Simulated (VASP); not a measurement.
Here is a VASP 6.6.1 calculation.

File INCAR:

```
SYSTEM = IrRh5
PREC = Accurate
ENCUT = 520
EDIFF = 1E-6
ISMEAR = 0
SIGMA = 0.1
LREAL = .FALSE.
LASPH = .TRUE.
NELM = 150
ALGO = Normal
ISIF = 2
LWAVE = .FALSE.
LCHARG = .FALSE.
ISPIN = 2
MAGMOM = 1 1 1 1 1 1
LORBIT = 11
LMAXMIX = 4
GGA = PE
NBANDS = 55
```

Contents of KPOINTS:

```
Automatic mesh
0
G
  6 6 4
  0 0 0
```

POSCAR

```
IrRh5
1.0
    4.7217882000      0.0000000000      0.0000000000
   -2.3608941000      4.0891885000      0.0000000000
    0.0000000000      0.0000000000      4.4008209000
Ir Rh
1 5
Direct
    0.0000000000      0.0000000000      0.0000000000
    0.6666667000      0.3333333000      0.0000000000
    0.3333333000      0.6666667000      0.0000000000
    0.3308040000      0.0000000000      0.5000000000
    0.0000000000      0.3308040000      0.5000000000
    0.6691960000      0.6691960000      0.5000000000
```

Potentials or basis: VASP PAW PBE potentials, release 64 (Ir, Rh_pv).

The run is started by

```bash
$ cat potpaw_PBE.64/Ir/POTCAR potpaw_PBE.64/Rh_pv/POTCAR > POTCAR
$ mpirun -np 1 vasp_std > vasp.out
```

(1) Predict the band gap on the k mesh.

(2) Predict the pressure.

(3) Estimate the net moment.

## Answers

(1) zero (filled and empty bands overlap).

(2) -0.4 GPa.

(3) 0.00 μB per cell.

Caveat: spin-orbit coupling is left out, which moves the levels of the heavy elements.
